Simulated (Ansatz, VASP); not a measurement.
Hf in VASP and in Ansatz

```
Hf
1.0
    -1.75085    1.75085    1.83207
     1.75085   -1.75085    1.83207
     1.75085    1.75085   -1.83207
Hf
1
Direct
  0.00000 0.00000 0.00000
```

Change from the starting cell: strain -0.030 along x and y, +0.015 along z, atoms carried along.

Alike in both runs: task single point; functional PBEsol; k mesh 18 × 18 × 18; occupations gaussian, width 0.15 eV; no spin polarisation.

|  | VASP | Ansatz |
| --- | --- | --- |
| version | VASP 6.6.1 | Ansatz 0.2.0 |
| potentials or method | VASP PAW PBE potentials, release 64 (Hf_pv), cutoff 520 eV | scalar-relativistic, plane waves, PAW |
| valence electrons in the cell | 10 | 26 |

```tsv
	VASP	Ansatz	Ansatz less VASP
gap on the k mesh at the Fermi level (eV)	none	none	-
pressure (GPa)	-5.5	-5.2	+0.29
traceless stress, the component that is largest in VASP (GPa)	1.16	1.11	-0.045
```

VASP's potentials were made for PBE, not for PBEsol. A gap of «none» marks a metal or a gap that the smearing closes. With one functional, cell and mesh, what is left measures potentials, basis and numerics. VASP's potentials hold 10 valence electrons a cell and Ansatz's 26, so a difference there can come from the potentials and not from the codes.

Spin-orbit coupling is off throughout.
